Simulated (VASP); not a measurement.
# CrO2 (P6_3/mmc) in VASP: a series of runs, part 2 of 2

VASP 6.6.1. The steps go on from the part before.

## 3. Relaxation of cell and atoms, PBEsol

This run uses another cell than the first one, of 10.12 Å³/atom.

Contents of INCAR:

```
SYSTEM = CrO2
PREC = Accurate
ENCUT = 600
EDIFF = 1E-6
ISMEAR = 0
SIGMA = 0.1
LREAL = .False.
LASPH = .True.
NELM = 80
ALGO = Normal
ISIF = 3
LWAVE = .False.
LCHARG = .False.
GGA = PS
IBRION = 2
NSW = 80
EDIFFG = -0.05
```

Contents of KPOINTS:

```
regular mesh
0
Gamma
  12 12 2
  0 0 0
```

Contents of POSCAR:

```
CrO2
1.0
    2.5966348335      0.0000000000      0.0000000000
   -1.2983174168      2.2487517301      0.0000000000
    0.0000000000      0.0000000000     10.4026872750
Cr O
2 4
Direct
    0.6666666667      0.3333333333      0.2500000000
    0.3333333333      0.6666666667      0.7500000000
    0.6666666667      0.3333333333      0.6261196804
    0.3333333333      0.6666666667      0.3738803196
    0.6666666667      0.3333333333      0.8738803196
    0.3333333333      0.6666666667      0.1261196804
```

Potentials or basis: VASP PAW PBE potentials, release 64 (Cr_pv, O).

Started as:

```sh
$ cat potpaw_PBE.64/Cr_pv/POTCAR potpaw_PBE.64/O/POTCAR > POTCAR
$ mpirun -np 1 vasp_std > vasp.out
```

OUTCAR:

```text
SYSTEM = CrO2
   PREC = Accurate
   ENCUT = 600
   EDIFF = 1E-6
   ISMEAR = 0
   LREAL = .False.
   LASPH = .True.
   NELM = 80
   ISIF = 3
   GGA = PS
   IBRION = 2
   NSW = 80
   EDIFFG = -0.05

 ion  position               nearest neighbor table
   1  0.667  0.333  0.250-   4 1.98   6 1.98   4 1.98   6 1.98   4 1.98   6 1.98
   2  0.333  0.667  0.750-   3 1.98   5 1.98   3 1.98   5 1.98   3 1.98   5 1.98
   3  0.667  0.333  0.626-   2 1.98   2 1.98   2 1.98
   4  0.333  0.667  0.374-   1 1.98   1 1.98   1 1.98
   5  0.667  0.333  0.874-   2 1.98   2 1.98   2 1.98
   6  0.333  0.667  0.126-   1 1.98   1 1.98   1 1.98

  LATTYP: Found a hexagonal cell.
 ALAT       =     2.5966348335
 C/A-ratio  =     4.0062187955

  Lattice vectors:

 A1 = (   2.5966348335,   0.0000000000,   0.0000000000)
 A2 = (  -1.2983174168,   2.2487517301,   0.0000000000)
 A3 = (   0.0000000000,   0.0000000000,  10.4026872750)

Analysis of symmetry for initial positions (statically):
=====================================================================
 Subroutine PRICEL returns:
 Original cell was already a primitive cell.

 Routine SETGRP: Setting up the symmetry group for a
 hexagonal supercell.

 Subroutine GETGRP returns: Found 24 space group operations
 (whereof 12 operations were pure point group operations)
[... 292 lines left out ...]
  energy  without entropy=      -52.1979154655  energy(sigma->0) =      -52.19791795

[... ionic steps 4 to 7 ...]

--------------------------------------- Ionic step        8  -------------------------------------------

 number of electron      48.0000013 magnetization

------------------------ aborting loop because EDIFF is reached ----------------------------------------
[... 75 lines left out ...]
--------------------------------------- Ionic step       10  -------------------------------------------

 number of electron      47.9999999 magnetization

 Free energy of the ion-electron system (eV)
  ---------------------------------------------------
  ext. energy  EPLUGINS =         0.00000000
  ---------------------------------------------------
  free energy    TOTEN  =       -52.26176578 eV

  energy without entropy =      -52.26138121  energy(sigma->0) =      -52.26157349

 E-fermi :   5.5013     XC(G=0): -11.7900

 val. band max:        5.4447508908   @ k =   0.0000   0.0000   0.0000
 cond. band min:       5.6381007023   @ k =   0.3333   0.3333   0.0000
 fundamental gap:      0.1933498115
 Fermi energy:         5.5013264392

 k-point     1 :       0.0000    0.0000    0.0000
  band No.  band energies     occupation
      1     -39.0713      2.00000
      2     -39.0710      2.00000
      3     -38.8012      2.00000
      4     -38.8012      2.00000
      5     -38.8012      2.00000
      6     -38.8012      2.00000
[... 733 lines left out ...]
     27       6.8107      0.00000
     28       6.8107      0.00000

 [... further k-points ...]

------------------------ aborting loop because EDIFF is reached ----------------------------------------

  FORCE on cell =-STRESS in cart. coord.  units (eV):
  Direction    XX          YY          ZZ          XY          YZ          ZX
  --------------------------------------------------------------------------------------
  -------------------------------------------------------------------------------------
  Total       -0.0186020     -0.0186020      0.1620252      0.0000000      0.0000000     -0.0000000
  in kB       -0.5126419     -0.5126419      4.4651539      0.0000000      0.0000000     -0.0000000
  external PRESSURE =       1.1466234 kB  Pullay stress =       0.0000000 kB
[... 21 lines left out ...]
  FREE ENERGIE OF THE ION-ELECTRON SYSTEM (eV)
  ---------------------------------------------------
  free  energy   TOTEN  =       -52.2617657787 eV

  energy  without entropy=      -52.2613812067  energy(sigma->0) =      -52.26157349

 reached required accuracy - stopping structural energy minimisation
```

CONTCAR:

```text
CrO2
   1.00000000000000
     2.5912108859656375    0.0000000000001505    0.0000000000000000
    -1.2956054430325838    2.2440544537468297    0.0000000000000000
    -0.0000000000000000   -0.0000000000000000    9.9981695776584285
  Cr              O
     2     4
Direct
     0.6666666667000030    0.3333333332999970    0.2500000000000000
     0.3333333332999970    0.6666666667000030    0.7500000000000000
     0.6666666667000030    0.3333333332999970    0.6348517607610882
     0.3333333332999970    0.6666666667000030    0.3651482392389122
     0.6666666667000030    0.3333333332999970    0.8651482392389119
     0.3333333332999970    0.6666666667000030    0.1348517607610879

  0.00000000E+00  0.00000000E+00  0.00000000E+00
  0.00000000E+00  0.00000000E+00  0.00000000E+00
  0.00000000E+00  0.00000000E+00  0.00000000E+00
  0.00000000E+00  0.00000000E+00  0.00000000E+00
  0.00000000E+00  0.00000000E+00  0.00000000E+00
  0.00000000E+00  0.00000000E+00  0.00000000E+00
```

Run time: 4.3 min. Hardware: 1 thread of Intel Xeon 6975P-C (Granite Rapids), shared host; peak memory 0.25 GiB.

What came out:

```
Free energy                           : -52.2618 eV
Relaxed volume                        : 9.69 Å³/atom
Relaxed cell                          : a = 2.591 Å, b = 2.591 Å, c = 9.998 Å, α = 90.00°, β = 90.00°, γ = 120.00°
Space group after relaxing (to 0.1 Å) : P6_3/mmc (No. 194)
Pressure after relaxing               : 0.1 GPa
Largest force after relaxing          : 0.036 eV/Å
Band gap on the k mesh                : 0.19 eV (least direct gap 1.43 eV)
```

Forces on the atoms (eV/Å):
```
Cr   0.000  0.000  0.000
Cr   0.000  0.000  0.000
O    0.000  0.000  0.036
O    0.000  0.000 -0.036
O    0.000  0.000 -0.036
O    0.000  0.000  0.036
```

Final structure:
```cif
data_structure
_symmetry_space_group_name_H-M 'P 1'
_symmetry_Int_Tables_number 1
_cell_length_a 2.5912
_cell_length_b 2.5912
_cell_length_c 9.9982
_cell_angle_alpha 90.000
_cell_angle_beta 90.000
_cell_angle_gamma 120.000
_cell_volume 58.14
loop_
_atom_site_label
_atom_site_type_symbol
_atom_site_fract_x
_atom_site_fract_y
_atom_site_fract_z
_atom_site_occupancy
Cr1 Cr 0.66667 0.33333 0.25000 1
Cr2 Cr 0.33333 0.66667 0.75000 1
O1 O 0.66667 0.33333 0.63485 1
O2 O 0.33333 0.66667 0.36515 1
O3 O 0.66667 0.33333 0.86515 1
O4 O 0.33333 0.66667 0.13485 1
```

Caveat: semilocal functionals underestimate gaps, and a narrow one can read as zero; the PAW data sets were made with another functional, which shifts forces and pressure a little; the run has no spin polarisation, though such a crystal can be magnetic; the relaxation stopped at a loose force limit of 0.05 eV/Å, so its end isn't a converged minimum.
